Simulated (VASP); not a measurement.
# Al: single point with PBEsol

The system is Al.

```
CELL_PARAMETERS angstrom
2.73000 0.00000 0.00000
-1.36500 2.36425 0.00000
0.00000 0.00000 4.71250
ATOMIC_POSITIONS crystal
Al 0.66667 0.33333 0.75000
Al 0.33333 0.66667 0.25000
```

```json
{
  "Program": "VASP 6.6.1",
  "Task": "single point",
  "Functional": "PBEsol",
  "Potentials or basis": "VASP PAW PBE potentials, release 64 (Al)",
  "Cutoff": "520 eV",
  "k mesh": "18 × 18 × 10",
  "Occupations": "gaussian, width 0.15 eV",
  "Spin": "no spin polarisation"
}
```

```
Pressure               : 6.9 GPa
Band gap on the k mesh : zero (band 3 reaches 12.68 eV, above the bottom of band 4 at 5.64 eV)
```

Stress tensor (GPa, compression positive):
```
8.18 0.00 0.00
0.00 8.18 0.00
0.00 0.00 4.25
```

Levels at points of the mesh, in eV from the Fermi level:
| k point | band 1 | band 2 | band 3 | band 4 | band 5 | band 6 | band 7 |
| --- | --- | --- | --- | --- | --- | --- | --- |
| (0.00, 0.00, 0.00) | -11.70 | -5.22 | -5.18 | 11.61 | 12.16 | 12.16 | 12.20 |
| (0.50, 0.00, 0.00) | -5.28 | -5.27 | 0.59 | 0.79 | 1.31 | 1.60 | 6.70 |
| (0.00, 0.00, 0.50) | -10.05 | -10.05 | 2.56 | 2.56 | 12.99 | 12.99 | 12.99 |
| (0.50, 0.00, 0.50) | -4.09 | -4.09 | -3.18 | -3.18 | 7.60 | 7.60 | 8.10 |

It took 28 s on 1 thread of Intel(R) Xeon(R) Platinum 8559C (Emerald Rapids), on a shared host, peak memory 0.17 GiB.

Caveat: the PAW data sets were made with another functional, which shifts forces and pressure a little.
